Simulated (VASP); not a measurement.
# SnSe (I4/mmm) in VASP: a series of runs

Runs on SnSe. Level: PBEsol. Tasks: single point.

Everything below comes from runs of VASP 6.6.1. Logs are shortened: lines on timing, memory, paths and dates and some standing lists are left out, and cuts for length are marked.

### 1 The cell of the first run

It takes space group I4/mmm (No. 139, tetragonal). Conventional cell: a = 3.852 Å, b = 3.852 Å, c = 7.082 Å, α = 90.00°, β = 90.00°, γ = 90.00°. Within 3.6 Å of Sn (site symmetry 4/mmm) lie 6 Se at 2.72 to 3.54 Å. Within 3.6 Å of Se (site symmetry 4/mmm) lie 6 Sn at 2.72 to 3.54 Å.

### 2 Single point, PBEsol

INCAR

```
SYSTEM = SnSe
  PREC = Accurate
  ENCUT = 520
  EDIFF = 1E-6
  ISMEAR = 0
  SIGMA = 0.05
  LREAL = .False.
  LASPH = .True.
  NELM = 60
  ALGO = Normal
  ISIF = 2
  LWAVE = .False.
  LCHARG = .True.
  GGA = PS
  LELF = .True.
  LVHAR = .True.
  NBANDS = 17
```

KPOINTS

```
regular mesh
0
Gamma
  10 10 10
  0 0 0
```

POSCAR

```
SnSe
1.0
    0.0000000000      2.7238171618      3.5409623103
    2.7238171618      0.0000000000      3.5409623103
    2.7238171618      2.7238171618      0.0000000000
Sn Se
1 1
Direct
    0.0000000000      0.0000000000      0.0000000000
    0.5000000000      0.5000000000      0.5000000000
```

Potentials or basis: VASP PAW PBE potentials, release 64 (Sn_d, Se).

Started as:

```console
cat potpaw_PBE.64/Sn_d/POTCAR potpaw_PBE.64/Se/POTCAR > POTCAR
mpirun -np 1 vasp_std > vasp.out
```

OUTCAR:

```text
SYSTEM = SnSe
   PREC = Accurate
   ENCUT = 520
   EDIFF = 1E-6
   ISMEAR = 0
   LREAL = .False.
   LASPH = .True.
   NELM = 60
   ISIF = 2
   GGA = PS

 ion  position               nearest neighbor table
   1  0.000  0.000  0.000-   2 2.72   2 2.72   2 2.72   2 2.72
   2  0.500  0.500  0.500-   1 2.72   1 2.72   1 2.72   1 2.72

  LATTYP: Found a body centered tetragonal cell.
 ALAT       =     3.8520591716
 C/A-ratio  =     1.8384776311

  Lattice vectors:

 A1 = (  -2.7238171618,   0.0000000000,   3.5409623103)
 A2 = (   2.7238171618,   0.0000000000,   3.5409623103)
 A3 = (   0.0000000000,   2.7238171618,  -3.5409623103)

Analysis of symmetry for initial positions (statically):
=====================================================================
 Subroutine PRICEL returns:
 Original cell was already a primitive cell.

 Routine SETGRP: Setting up the symmetry group for a
 body centered tetragonal supercell.

 Subroutine GETGRP returns: Found 16 space group operations
 (whereof 16 operations were pure point group operations)
 out of a pool of 16 trial point group operations.

The static configuration has the point symmetry D_4h.

Analysis of symmetry for dynamics (positions and initial velocities):
=====================================================================
 Subroutine PRICEL returns:
 Original cell was already a primitive cell.

 Routine SETGRP: Setting up the symmetry group for a
 body centered tetragonal supercell.

 Subroutine GETGRP returns: Found 16 space group operations
 (whereof 16 operations were pure point group operations)
 out of a pool of 16 trial point group operations.

The dynamic configuration has the point symmetry D_4h.

 Subroutine INISYM returns: Found 16 space group operations
 (whereof 16 operations are pure point group operations),
 and found     1 'primitive' translations

----------------------------------------------------------------------------------------

                                     Primitive cell

  volume of cell :      52.5421

  direct lattice vectors                    reciprocal lattice vectors
     0.000000000  2.723817162  3.540962310    -0.183565919  0.183565919  0.141204553
     2.723817162  0.000000000  3.540962310     0.183565919 -0.183565919  0.141204553
     2.723817162  2.723817162  0.000000000     0.183565919  0.183565919 -0.141204553

  length of vectors
     4.467392306  4.467392306  3.852059172     0.295519236  0.295519236  0.295519236

  position of ions in fractional coordinates (direct lattice)
     0.000000000  0.000000000  0.000000000
[... 79 lines left out ...]
   LREAL  =      F    real-space projection
   EDIFFG = 0.1E-04   stopping-criterion for IOM
   NSW    =      0    number of steps for IOM
   IBRION =     -1    ionic relax: 0-MD 1-quasi-New 2-CG
   NFREE  =      0    steps in history (QN), initial steepest desc. (CG)
   ISIF   =      2    stress and relaxation
   ISYM   =      2    0-nonsym 1-usesym 2-fastsym
   POTIM  = 0.5000    time-step for ionic-motion
   TEBEG  =    0.0;   TEEND  =   0.0 temperature during run
   PSTRESS=    0.0 pullay stress
   NELECT =      20.0000    total number of electrons
   NUPDOWN=      -1.0000    fix difference up-down
   EMIN   =  10.00;   EMAX   =-10.00  energy-range for DOS
   EFERMI =   0.00;   METHOD = LEGACY
   ISMEAR =     0;   SIGMA  =   0.05  broadening in eV -4-tet -1-fermi 0-gaus
   EFERMI_NEDOS =   21; number of points for ismear=-14 and -15
   IALGO  =     38    algorithm
   IMIX   =      4    mixing-type and parameters
     AMIX     =   0.40;   BMIX     =  1.00
     AMIX_MAG =   1.60;   BMIX_MAG =  1.00
  volume/ion in A,a.u.               =      26.27       177.29
  Fermi-wavevector in a.u.,A,eV,Ry     =   1.186449  2.242064 19.152396  1.407661
  Thomas-Fermi vector in A             =   2.322622
   LORBIT       =      0    0 simple, 1 ext, 2 COOP (PROOUT), +10 PAW based schemes
   GGA     = PS    functional components
   LHFCALC =     F    Hartree Fock is set to
   AEXX    =    0.0000 exact exchange contribution
   IVDW    =     0    specifies the selected vdW correction
   LEPSILON=     F    determine dielectric tensor
   LRPA    =     F    only Hartree local field effects (RPA)
 non-spin polarized calculation
 Gauss-broadening in eV      SIGMA  =   0.05
  energy-cutoff  :      520.00
  volume of cell :       52.54
 maximum number of plane-waves:      1430
 NGX is ok and might be reduce to    36

 number of electron      20.0000005 magnetization

 Free energy of the ion-electron system (eV)
  ---------------------------------------------------
  ext. energy  EPLUGINS =         0.00000000
  ---------------------------------------------------
  free energy    TOTEN  =        -8.25054024 eV

  energy without entropy =       -8.24898929  energy(sigma->0) =       -8.24976476

 E-fermi :   6.0759     XC(G=0):  -9.8559

 val. band max:        6.0478550247   @ k =   0.5000   0.1000   0.2000
 cond. band min:       6.0919526917   @ k =  -0.3000   0.0000   0.1000
 fundamental gap:      0.0440976671
 Fermi energy:         6.0758732929

 k-point     1 :       0.0000    0.0000    0.0000
  band No.  band energies     occupation
      1     -15.6749      2.00000
      2     -15.6040      2.00000
      3     -15.6040      2.00000
      4     -15.5883      2.00000
      5     -15.5816      2.00000
      6      -8.6805      2.00000
[... 457 lines left out ...]
      4     -15.5872      2.00000
      5     -15.5830      2.00000
      6      -8.1670      2.00000
[... 9 lines left out ...]
     16      15.9560      0.00000
     17      17.6722      0.00000

 [... further k-points ...]

------------------------ aborting loop because EDIFF is reached ----------------------------------------

  FORCE on cell =-STRESS in cart. coord.  units (eV):
  Direction    XX          YY          ZZ          XY          YZ          ZX
  --------------------------------------------------------------------------------------
  -------------------------------------------------------------------------------------
  Total        4.8973890      4.8973890     -2.0550085      0.0000000     -0.0000000      0.0000000
  in kB      149.3371932    149.3371932    -62.6638399      0.0000000     -0.0000000      0.0000000
  external PRESSURE =      78.6701822 kB  Pullay stress =       0.0000000 kB

 VOLUME and BASIS-vectors are now :
 -----------------------------------------------------------------------------
  energy-cutoff  :      520.00
  volume of cell :       52.54
      direct lattice vectors                 reciprocal lattice vectors
     0.000000000  2.723817162  3.540962310    -0.183565919  0.183565919  0.141204553
     2.723817162  0.000000000  3.540962310     0.183565919 -0.183565919  0.141204553
     2.723817162  2.723817162  0.000000000     0.183565919  0.183565919 -0.141204553

 POSITION                                       TOTAL-FORCE (eV/Angst)
 -----------------------------------------------------------------------------------
      0.00000      0.00000      0.00000         0.000000     -0.000000      0.000000
      2.72382      2.72382      3.54096        -0.000000      0.000000      0.000000
 -----------------------------------------------------------------------------------
    total drift:                               -0.000000      0.000000      0.000000

  FREE ENERGIE OF THE ION-ELECTRON SYSTEM (eV)
  ---------------------------------------------------
  free  energy   TOTEN  =        -8.2505402418 eV

  energy  without entropy=       -8.2489892866  energy(sigma->0) =       -8.24976476
```

stdout:

```text
POSCAR found type information on POSCAR SnSe
 POSCAR found :  2 types and       2 ions
 scaLAPACK will be used
 -----------------------------------------------------------------------------
|                                                                             |
|                                                                             |
|     You enforced a specific xc type in the INCAR file but a different       |
|     I HOPE YOU KNOW WHAT YOU ARE DOING!                                     |
|                                                                             |
 -----------------------------------------------------------------------------

 LDA part: xc-table for (Slater+PW92), standard interpolation
 POSCAR, INCAR and KPOINTS ok, starting setup
 FFT: planning ... GRIDC
 FFT: planning ... GRID_SOFT
 FFT: planning ... GRID
 WAVECAR not read
 entering main loop
```

It took 1.9 min on 1 thread of Intel Xeon 8259CL, shared host; peak memory 0.25 GiB.

Results:

```yaml
Free_energy: -8.2505 eV
Pressure: 7.9 GPa
Band_gap_on_the_k_mesh: zero (bands 10 and 11 overlap by 0.91 eV)
```

Levels at points of the mesh, in eV from the Fermi level:
```csv
k point,band 6,band 7,band 8,band 9,band 10,band 11,band 12,band 13,band 14,band 15
"(0.00, 0.00, 0.00)",-14.76,-4.73,-3.37,-3.37,-2.16,2.13,4.32,4.48,6.49,6.49
"(0.50, 0.00, 0.00)",-13.69,-8.96,-2.72,-2.06,-0.63,1.07,1.35,1.65,7.74,9.80
"(0.50, 0.50, 0.00)",-14.16,-5.77,-5.04,-3.90,-3.90,3.13,4.18,6.64,6.64,10.89
"(0.50, 0.00, 0.50)",-12.90,-6.47,-6.40,-5.75,-2.95,2.54,2.60,6.97,8.24,8.27
```

Caveat: the stress differs along the axes, from -6 to 15 GPa; the PAW data sets were made with another functional, which shifts forces and pressure a little; spin-orbit coupling is left out, which moves the levels of the heavy elements.

### 3 Single point, PBEsol

This run uses another cell than the first one, of the same volume but with other edges.

INCAR

```
SYSTEM = SnSe
PREC     = Accurate       ! precision mode
ENCUT    = 520            ! plane-wave cutoff, eV
EDIFF    = 1E-7           ! SCF threshold, eV
ISMEAR   = 0              ! smearing method
SIGMA    = 0.05           ! smearing width, eV
LREAL    = .FALSE.        ! projectors in reciprocal space
LASPH    = .TRUE.         ! aspherical terms in the spheres
NELM     = 60             ! most SCF steps
ALGO     = Normal         ! electronic algorithm
ISIF     = 2              ! what is computed and relaxed
LWAVE    = .FALSE.        ! write WAVECAR
LCHARG   = .FALSE.        ! write CHGCAR
GGA      = PS             ! functional
NBANDS   = 17             ! bands
```

KPOINTS

```
regular mesh
0
G
  10 10 10
  0 0 0
```

POSCAR

```
SnSe
1.0
    0.0000000000      3.0565379582      2.8120149216
    3.0565379582      0.0000000000      2.8120149216
    3.0565379582      3.0565379582      0.0000000000
Sn Se
1 1
Direct
    0.0000000000      0.0000000000      0.0000000000
    0.5000000000      0.5000000000      0.5000000000
```

Potentials or basis: VASP PAW PBE potentials, release 64 (Sn_d, Se).

Started as:

```console
cat potpaw_PBE.64/Sn_d/POTCAR potpaw_PBE.64/Se/POTCAR > POTCAR
mpirun -np 1 vasp_std > vasp.out
```

It took 94 s on 1 thread of Intel Xeon 8259CL, shared host; peak memory 0.24 GiB.

The run converged. Its results:

| Property | Result |
| --- | --- |
| Free energy | -8.8638 eV |
| Pressure | 1.2 GPa |
| Band gap on the k mesh | 0.18 eV (least direct gap 0.25 eV) |

Stress tensor (GPa, compression positive):
```
-3.12  0.00  0.00
 0.00 -3.12  0.00
 0.00  0.00  9.88
```

Levels at points of the mesh, in eV from the valence-band top:
```
           k point  band 6  band 7  band 8  band 9  band 10  band 11  band 12  band 13  band 14  band 15
(0.00, 0.00, 0.00)  -14.38   -5.14   -3.11   -2.23    -2.23     3.56     3.56     5.38     5.38     5.75
(0.50, 0.00, 0.00)  -13.36   -8.54   -2.34   -2.21    -0.38     0.64     0.74     1.33     7.98     9.48
(0.50, 0.50, 0.00)  -12.84   -6.43   -6.11   -4.19    -4.19     2.40     5.08     5.08     6.72    10.38
(0.50, 0.00, 0.50)  -13.15   -6.09   -5.94   -4.47    -3.48     2.71     4.43     5.61     6.62     9.79
```

Caveat: the stress differs along the axes, from -3 to 10 GPa; semilocal functionals underestimate gaps, and a narrow one can read as zero; the PAW data sets were made with another functional, which shifts forces and pressure a little; spin-orbit coupling is left out, which moves the levels of the heavy elements. A k mesh can miss the band edges.

### 4 Single point, PBEsol

This run uses another cell than the first one, of the same volume but with other edges.

INCAR

```
SYSTEM = SnSe
PREC = Accurate ; ENCUT = 520
EDIFF = 1E-6 ; ISMEAR = 0
SIGMA = 0.05 ; LREAL = .False.
LASPH = .True. ; NELM = 80
ALGO = Normal ; ISIF = 2
LWAVE = .False. ; LCHARG = .False.
GGA = PS ; NBANDS = 17
```

KPOINTS

```
Automatic mesh
0
Gamma
  10 10 10
  0 0 0
```

POSCAR

```
SnSe
1.0
    0.0000000000      2.8797945641      3.1677740205
    2.8797945641      0.0000000000      3.1677740205
    2.8797945641      2.8797945641      0.0000000000
Sn Se
1 1
Direct
    0.0000000000      0.0000000000      0.0000000000
    0.5000000000      0.5000000000      0.5000000000
```

Started as:

```console
cat potpaw_PBE.64/Sn_d/POTCAR potpaw_PBE.64/Se/POTCAR > POTCAR
mpirun -np 1 vasp_std > vasp.out
```

Run time: 92 s. Hardware: 1 thread of Intel Xeon 8259CL, shared host; peak memory 0.24 GiB.

Results (log left out):

- Free energy: -8.8565 eV
- Pressure: 1.4 GPa
- Band gap on the k mesh: 0.04 eV (least direct gap 0.15 eV)

Stress tensor (GPa, compression positive):
```
 5.02  0.00  0.00
 0.00  5.02  0.00
 0.00  0.00 -5.80
```

Levels at points of the mesh, in eV from the valence-band top:
```csv
k point,band 7,band 8,band 9,band 10,band 11,band 12,band 13,band 14
"(0.00, 0.00, 0.00)",-5.23,-2.91,-2.91,-2.09,2.79,4.92,4.92,5.01
"(0.50, 0.00, 0.00)",-8.65,-2.49,-2.25,-0.49,0.55,0.76,1.14,7.88
"(0.50, 0.50, 0.00)",-6.00,-5.97,-4.01,-4.01,2.70,5.07,5.62,5.62
"(0.50, 0.00, 0.50)",-6.46,-6.18,-4.75,-3.68,2.42,3.98,6.28,6.31
```

Caveat: the stress differs along the axes, from -6 to 5 GPa; semilocal functionals underestimate gaps, and a narrow one can read as zero; the PAW data sets were made with another functional, which shifts forces and pressure a little; spin-orbit coupling is left out, which moves the levels of the heavy elements. A k mesh can miss the band edges.

(Part 1 of 3 ends here.)

The gap in the log of VASP goes by the Fermi energy; the results here count the filled bands.